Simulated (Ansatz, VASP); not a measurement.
**Sc4Mo in VASP and in Ansatz**

```xyz
5
Lattice="5.0211 0.0000 0.0000 0.0000 5.0211 0.0000 0.0000 0.0000 5.0211" Properties=species:S:1:pos:R:3 pbc="T T T"
Sc    2.5106    0.0000    0.0000
Sc    0.0000    2.5106    0.0000
Sc    0.0000    0.0000    2.5106
Sc    2.5106    2.5106    2.5106
Mo    0.0000    0.0000    0.0000
```

Alike in both runs: functional PBE; k mesh 4 × 4 × 4; occupations gaussian, width 0.1 eV; no spin polarisation.

Ansatz relaxed the structure, and its values are those at the end. VASP's run is a single point on that final structure, the one shown.

|  | VASP | Ansatz |
| --- | --- | --- |
| version | VASP 6.6.1 | Ansatz 0.2.0 |
| potentials or method | VASP PAW PBE potentials, release 64 (Sc_sv, Mo_sv), cutoff 520 eV | scalar-relativistic, plane waves, PAW |
| valence electrons in the cell | 58 | 58 |

```csv
,VASP,Ansatz,Ansatz less VASP
gap on the k mesh at the Fermi level (eV),none,none,-
pressure (GPa),0.4,0.2,-0.21
```

A gap of «none» marks a metal or a gap that the smearing closes.
